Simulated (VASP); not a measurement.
# GaP (I-4m2) in VASP: further runs

GaP is run at these levels: r2SCAN; tasks: single point.

All numbers are computed with VASP 6.6.1; they aren't measurements. Logs are shortened: lines on timing, memory, paths and dates and some standing lists are left out, and cuts for length are marked.

### 1 The cell of the first run

The structure is tetragonal, space group I-4m2 (No. 119). Conventional cell: a = 3.854 Å, b = 3.854 Å, c = 5.614 Å, α = 90.00°, β = 90.00°, γ = 90.00°. Ga (site symmetry -4m2) has 4 P at 2.38 Å within 3.1 Å. Within 3.1 Å of P (site symmetry -4m2) lie 4 Ga at 2.38 Å.

### 2 Single point, r2SCAN (uniaxial z strain +3.0%)

The input, POSCAR:

```
GaP
1.0
    0.0000000000      2.7253992874      2.8071612660
    2.7253992874      0.0000000000      2.8071612660
    2.7253992874      2.7253992874      0.0000000000
Ga P
1 1
Direct
    0.0000000000      0.0000000000      0.0000000000
    0.2500000000      0.2500000000      0.2500000000
```

The input, INCAR.step1:

```
SYSTEM = GaP
  PREC = Accurate
  ENCUT = 520
  ISMEAR = 0
  SIGMA = 0.01
  LREAL = .False.
  LASPH = .True.
  NELM = 60
  NBANDS = 16
  GGA = PE
  ALGO = Normal
  EDIFF = 1E-4
  LWAVE = .True.
  LCHARG = .False.
```

The input, INCAR.step2:

```
SYSTEM = GaP
  PREC = Accurate
  ENCUT = 520
  EDIFF = 1E-6
  ISMEAR = 0
  SIGMA = 0.01
  LREAL = .False.
  LASPH = .True.
  NELM = 60
  ALGO = Normal
  ISIF = 2
  LWAVE = .False.
  LCHARG = .False.
  METAGGA = R2SCAN
  LMIXTAU = .True.
  NBANDS = 16
  ISTART = 1
```

The input, KPOINTS:

```
Automatic mesh
0
Gamma
  8 8 8
  0 0 0
```

Potentials or basis: VASP PAW PBE potentials, release 64 (Ga_d, P).

On the command line:

```bash
cat potpaw_PBE.64/Ga_d/POTCAR potpaw_PBE.64/P/POTCAR > POTCAR
cp INCAR.step1 INCAR
mpirun -np 1 vasp_std > vasp.out
cp INCAR.step2 INCAR
mpirun -np 1 vasp_std > vasp.out
```

OUTCAR:

```text
SYSTEM = GaP
   PREC = Accurate
   ENCUT = 520
   EDIFF = 1E-6
   ISMEAR = 0
   LREAL = .False.
   LASPH = .True.
   NELM = 60
   ISIF = 2
   METAGGA = R2SCAN
   ISTART = 1

 ion  position               nearest neighbor table
   1  0.000  0.000  0.000-   2 2.38   2 2.38   2 2.38   2 2.38
   2  0.250  0.250  0.250-   1 2.38   1 2.38   1 2.38   1 2.38

  LATTYP: Found a body centered tetragonal cell.
 ALAT       =     3.8542966351
 C/A-ratio  =     1.4566399692

  Lattice vectors:

 A1 = (  -2.7253992874,   0.0000000000,   2.8071612660)
 A2 = (   2.7253992874,   0.0000000000,   2.8071612660)
 A3 = (   0.0000000000,   2.7253992874,  -2.8071612660)

Analysis of symmetry for initial positions (statically):
=====================================================================
 Subroutine PRICEL returns:
 Original cell was already a primitive cell.

 Routine SETGRP: Setting up the symmetry group for a
 body centered tetragonal supercell.

 Subroutine GETGRP returns: Found  8 space group operations
 (whereof  8 operations were pure point group operations)
 out of a pool of 16 trial point group operations.

The static configuration has the point symmetry D_2d.

Analysis of symmetry for dynamics (positions and initial velocities):
=====================================================================
 Subroutine PRICEL returns:
 Original cell was already a primitive cell.

 Routine SETGRP: Setting up the symmetry group for a
 body centered tetragonal supercell.

 Subroutine GETGRP returns: Found  8 space group operations
 (whereof  8 operations were pure point group operations)
 out of a pool of 16 trial point group operations.

The dynamic configuration has the point symmetry D_2d.

 Subroutine INISYM returns: Found  8 space group operations
 (whereof  8 operations are pure point group operations),
 and found     1 'primitive' translations

----------------------------------------------------------------------------------------

                                     Primitive cell

  volume of cell :      41.7021

  direct lattice vectors                    reciprocal lattice vectors
     0.000000000  2.725399287  2.807161266    -0.183459357  0.183459357  0.178115880
     2.725399287  0.000000000  2.807161266     0.183459357 -0.183459357  0.178115880
     2.725399287  2.725399287  0.000000000     0.183459357  0.183459357 -0.178115880

  length of vectors
     3.912538262  3.912538262  3.854296635     0.314706114  0.314706114  0.314706114

  position of ions in fractional coordinates (direct lattice)
     0.000000000  0.000000000  0.000000000
     0.250000000  0.250000000  0.250000000

  ion indices of the primitive-cell ions
   primitive index   ion index
                 1           1
                 2           2

----------------------------------------------------------------------------------------

 KPOINTS: Automatic mesh

Automatic generation of k-mesh.
 Grid dimensions read from file:
 generate k-points for:    8    8    8

 Generating k-lattice:

  Cartesian coordinates                     Fractional coordinates (reciprocal lattice)
    -0.022932420  0.022932420  0.022264485     0.125000000  0.000000000  0.000000000
     0.022932420 -0.022932420  0.022264485     0.000000000  0.125000000  0.000000000
     0.022932420  0.022932420 -0.022264485     0.000000000  0.000000000  0.125000000

  Length of vectors
     0.039338264  0.039338264  0.039338264

  Shift w.r.t. Gamma in fractional coordinates (k-lattice)
     0.000000000  0.000000000  0.000000000

 Subroutine IBZKPT returns following result:
 ===========================================

 Found     59 irreducible k-points:

 Following reciprocal coordinates:
            Coordinates               Weight
  0.000000  0.000000  0.000000      1.000000
  0.125000  0.000000  0.000000      8.000000
  0.250000  0.000000  0.000000      8.000000
  0.375000  0.000000  0.000000      8.000000
  0.500000  0.000000  0.000000      4.000000
  0.125000  0.125000  0.000000      2.000000
[... 16 lines left out ...]
  0.250000  0.000000  0.125000     16.000000
  0.375000  0.000000  0.125000     16.000000
 [... further k-points ...]
   k-points           NKPTS =     59   k-points in BZ     NKDIM =     59   number of bands    NBANDS=     16
   number of dos      NEDOS =    301   number of ions     NIONS =      2
   total plane-waves  NPLWV =  27000
   dimension x,y,z NGX =    30 NGY =   30 NGZ =   30
   dimension x,y,z NGXF=    60 NGYF=   60 NGZF=   60
   ions per type =               1   1
   NGX,Y,Z   is equivalent  to a cutoff of  12.75, 12.75, 12.94 a.u.
   NGXF,Y,Z  is equivalent  to a cutoff of  25.49, 25.49, 25.88 a.u.
 SYSTEM =  GaP
   PREC   = accura    normal or accurate (medium, high low for compatibility)
   ISTART =      1    job   : 0-new  1-cont  2-samecut
   ICHARG =      0    charge: 1-file 2-atom 10-const
   ISPIN  =      1    spin polarized calculation?
   LNONCOLLINEAR =      F non collinear calculations
   LSORBIT =      F    spin-orbit coupling
   LASPH  =      T    aspherical Exc in radial PAW
   ENCUT  =  520.0 eV  38.22 Ry    6.18 a.u.   7.27  7.27  7.17*2*pi/ulx,y,z
   NELM   =     60;   NELMIN=  2; NELMDL=  0     # of ELM steps
   EDIFF  = 0.1E-05   stopping-criterion for ELM
   LREAL  =      F    real-space projection
   EDIFFG = 0.1E-04   stopping-criterion for IOM
   NSW    =      0    number of steps for IOM
   IBRION =     -1    ionic relax: 0-MD 1-quasi-New 2-CG
   NFREE  =      0    steps in history (QN), initial steepest desc. (CG)
   ISIF   =      2    stress and relaxation
   ISYM   =      2    0-nonsym 1-usesym 2-fastsym
   POTIM  = 0.5000    time-step for ionic-motion
   TEBEG  =    0.0;   TEEND  =   0.0 temperature during run
   PSTRESS=    0.0 pullay stress
   NELECT =      18.0000    total number of electrons
   NUPDOWN=      -1.0000    fix difference up-down
   EMIN   =  10.00;   EMAX   =-10.00  energy-range for DOS
   EFERMI =   0.00;   METHOD = LEGACY
   ISMEAR =     0;   SIGMA  =   0.01  broadening in eV -4-tet -1-fermi 0-gaus
   EFERMI_NEDOS =   21; number of points for ismear=-14 and -15
   IALGO  =     38    algorithm
   IMIX   =      4    mixing-type and parameters
     AMIX     =   0.40;   BMIX     =  1.00
     AMIX_MAG =   1.60;   BMIX_MAG =  1.00
  volume/ion in A,a.u.               =      20.85       140.71
  Fermi-wavevector in a.u.,A,eV,Ry     =   1.237219  2.338004 20.826573  1.530710
  Thomas-Fermi vector in A             =   2.371795
   LORBIT       =      0    0 simple, 1 ext, 2 COOP (PROOUT), +10 PAW based schemes
   METAGGA = R2SCAN    functional components
   LHFCALC =     F    Hartree Fock is set to
   AEXX    =    0.0000 exact exchange contribution
   IVDW    =     0    specifies the selected vdW correction
   LEPSILON=     F    determine dielectric tensor
   LRPA    =     F    only Hartree local field effects (RPA)
 non-spin polarized calculation
 Gauss-broadening in eV      SIGMA  =   0.01
  energy-cutoff  :      520.00
  volume of cell :       41.70
 maximum number of plane-waves:      1140
 NGX is ok and might be reduce to    30
   NGX = 15   NGY = 15   NGZ = 15

 number of electron      17.9999998 magnetization

 Free energy of the ion-electron system (eV)
  ---------------------------------------------------
  ext. energy  EPLUGINS =         0.00000000
  ---------------------------------------------------
  free energy    TOTEN  =       -21.44692743 eV

  energy without entropy =      -21.44692743  energy(sigma->0) =      -21.44692743

 E-fermi :   4.2898     XC(G=0): -10.4052

 val. band max:        4.2216360889   @ k =   0.0000   0.0000   0.0000
 cond. band min:       6.0165451392   @ k =   0.3750   0.0000   0.3750
 fundamental gap:      1.7949090503
 Fermi energy:         4.2897595590

 k-point     1 :       0.0000    0.0000    0.0000
  band No.  band energies     occupation
      1     -10.7887      2.00000
      2     -10.7797      2.00000
      3     -10.7796      2.00000
      4     -10.6813      2.00000
      5     -10.6765      2.00000
      6      -8.6313      2.00000
[... 8 lines left out ...]
     15      14.1201      0.00000
     16      14.6703      0.00000

 k-point     2 :       0.1250    0.0000    0.0000
  band No.  band energies     occupation
      1     -10.7974      2.00000
      2     -10.7802      2.00000
      3     -10.7752      2.00000
      4     -10.6816      2.00000
      5     -10.6761      2.00000
      6      -8.4263      2.00000
[... 8 lines left out ...]
     15      13.9942      0.00000
     16      14.3916      0.00000

 k-point     3 :       0.2500    0.0000    0.0000
  band No.  band energies     occupation
      1     -10.8270      2.00000
      2     -10.7709      2.00000
      3     -10.7654      2.00000
      4     -10.6811      2.00000
      5     -10.6741      2.00000
      6      -7.8478      2.00000
[... 8 lines left out ...]
     15      13.6856      0.00000
     16      14.6647      0.00000

 k-point     4 :       0.3750    0.0000    0.0000
  band No.  band energies     occupation
      1     -10.8541      2.00000
      2     -10.7631      2.00000
      3     -10.7576      2.00000
      4     -10.6786      2.00000
      5     -10.6698      2.00000
      6      -7.0495      2.00000
[... 8 lines left out ...]
     15      14.7787      0.00000
     16      14.9866      0.00000
[... 324 lines left out ...]
 k-point    22 :       0.1250    0.0000    0.1250
  band No.  band energies     occupation
      1     -10.8028      2.00000
      2     -10.7791      2.00000
      3     -10.7713      2.00000
      4     -10.6848      2.00000
      5     -10.6739      2.00000
      6      -8.3535      2.00000
[... 8 lines left out ...]
     15      14.4621      0.00000
     16      14.8138      0.00000

 k-point    23 :       0.2500    0.0000    0.1250
  band No.  band energies     occupation
      1     -10.8280      2.00000
      2     -10.7684      2.00000
      3     -10.7622      2.00000
      4     -10.6879      2.00000
      5     -10.6707      2.00000
      6      -7.8940      2.00000
[... 8 lines left out ...]
     15      14.5586      0.00000
     16      15.8642      0.00000

 k-point    24 :       0.3750    0.0000    0.1250
  band No.  band energies     occupation
      1     -10.8529      2.00000
      2     -10.7595      2.00000
      3     -10.7544      2.00000
      4     -10.6868      2.00000
      5     -10.6676      2.00000
      6      -7.1484      2.00000
[... 8 lines left out ...]
     15      15.4048      0.00000
     16      15.7545      0.00000

 [... further k-points ...]
[... 5 lines left out ...]
  --------------------------------------------------------------------------------------
  -------------------------------------------------------------------------------------
  Total       -0.4355974     -0.4355974     -1.0960602      0.0000000      0.0000000     -0.0000000
  in kB      -16.7354829    -16.7354829    -42.1102036      0.0000000      0.0000000     -0.0000000
  external PRESSURE =     -25.1937231 kB  Pullay stress =       0.0000000 kB

 VOLUME and BASIS-vectors are now :
 -----------------------------------------------------------------------------
  energy-cutoff  :      520.00
  volume of cell :       41.70
      direct lattice vectors                 reciprocal lattice vectors
     0.000000000  2.725399287  2.807161266    -0.183459357  0.183459357  0.178115880
     2.725399287  0.000000000  2.807161266     0.183459357 -0.183459357  0.178115880
     2.725399287  2.725399287  0.000000000     0.183459357  0.183459357 -0.178115880

 POSITION                                       TOTAL-FORCE (eV/Angst)
 -----------------------------------------------------------------------------------
      0.00000      0.00000      0.00000        -0.000000     -0.000000      0.000000
      1.36270      1.36270      1.40358         0.000000      0.000000     -0.000000
 -----------------------------------------------------------------------------------
    total drift:                                0.000013      0.000013     -0.000007

  FREE ENERGIE OF THE ION-ELECTRON SYSTEM (eV)
  ---------------------------------------------------
  free  energy   TOTEN  =       -21.4469274347 eV

  energy  without entropy=      -21.4469274347  energy(sigma->0) =      -21.44692743
```

It took 1.7 min on 1 thread of Intel Xeon 6975P-C, shared host; peak memory 0.19 GiB.

Results:

- Free energy: -21.4469 eV
- Pressure: -2.5 GPa
- Band gap on the k mesh: 1.79 eV, indirect (least direct gap 2.02 eV)

Stress tensor (GPa, compression positive):
```
-1.67  0.00  0.00
 0.00 -1.67  0.00
 0.00  0.00 -4.21
```

Caveat: the cell differs from its parent crystal (uniaxial z strain +3.0%); the PAW data sets were made with another functional, which shifts forces and pressure a little. A k mesh can miss the band edges.

### 3 Single point, r2SCAN (uniaxial z strain +4.0%)

The input, POSCAR:

```
GaP
1.0
    0.0000000000      2.7253992874      2.8344152589
    2.7253992874      0.0000000000      2.8344152589
    2.7253992874      2.7253992874      0.0000000000
Ga P
1 1
Direct
    0.0000000000      0.0000000000      0.0000000000
    0.2500000000      0.2500000000      0.2500000000
```

The input, INCAR.step1:

```
SYSTEM = GaP
PREC = Accurate
ENCUT = 520
ISMEAR = 0
SIGMA = 0.01
LREAL = .FALSE.
LASPH = .TRUE.
NELM = 100
NBANDS = 16
GGA = PE
ALGO = Normal
EDIFF = 1E-4
LWAVE = .TRUE.
LCHARG = .FALSE.
```

The input, INCAR.step2:

```
SYSTEM = GaP
PREC = Accurate
ENCUT = 520
EDIFF = 1E-7
ISMEAR = 0
SIGMA = 0.01
LREAL = .FALSE.
LASPH = .TRUE.
NELM = 100
ALGO = Normal
ISIF = 2
LWAVE = .FALSE.
LCHARG = .TRUE.
METAGGA = R2SCAN
LMIXTAU = .TRUE.
LELF = .TRUE.
LVHAR = .TRUE.
NBANDS = 16
ISTART = 1
```

The input, KPOINTS:

```
Automatic mesh
0
G
  8 8 8
  0 0 0
```

Potentials or basis: VASP PAW PBE potentials, release 64 (Ga_d, P).

On the command line:

```bash
cat potpaw_PBE.64/Ga_d/POTCAR potpaw_PBE.64/P/POTCAR > POTCAR
cp INCAR.step1 INCAR
mpirun -np 1 vasp_std > vasp.out
cp INCAR.step2 INCAR
mpirun -np 1 vasp_std > vasp.out
```

Wall time 1.8 min (1 thread of Intel Xeon 6975P-C, shared host); peak memory 0.19 GiB.

The run converged. Its results:

| Item | Value |
| --- | --- |
| Free energy | -21.4347 eV |
| Pressure | -3.2 GPa |
| Band gap on the k mesh | 1.76 eV, indirect (least direct gap 1.91 eV) |

Stress tensor (GPa, compression positive):
```
-2.09  0.00  0.00
 0.00 -2.09  0.00
 0.00  0.00 -5.48
```

Levels at points of the mesh, in eV from the valence-band top:
```tsv
k point	band 5	band 6	band 7	band 8	band 9	band 10	band 11	band 12	band 13	band 14
(0.00, 0.00, 0.00)	-14.91	-12.80	-0.24	0.00	0.00	1.91	4.10	4.10	4.20	9.17
(0.50, 0.00, 0.00)	-14.90	-10.77	-6.69	-1.36	-1.02	1.80	4.88	5.13	8.67	11.22
(0.50, 0.50, 0.00)	-14.90	-10.01	-7.02	-2.55	-2.55	2.10	2.31	10.97	10.97	11.29
(0.50, 0.00, 0.50)	-14.89	-9.83	-6.76	-2.84	-2.81	1.82	1.93	10.84	10.85	11.62
```

Caveat: the cell differs from its parent crystal (uniaxial z strain +4.0%); the PAW data sets were made with another functional, which shifts forces and pressure a little. A k mesh can miss the band edges.
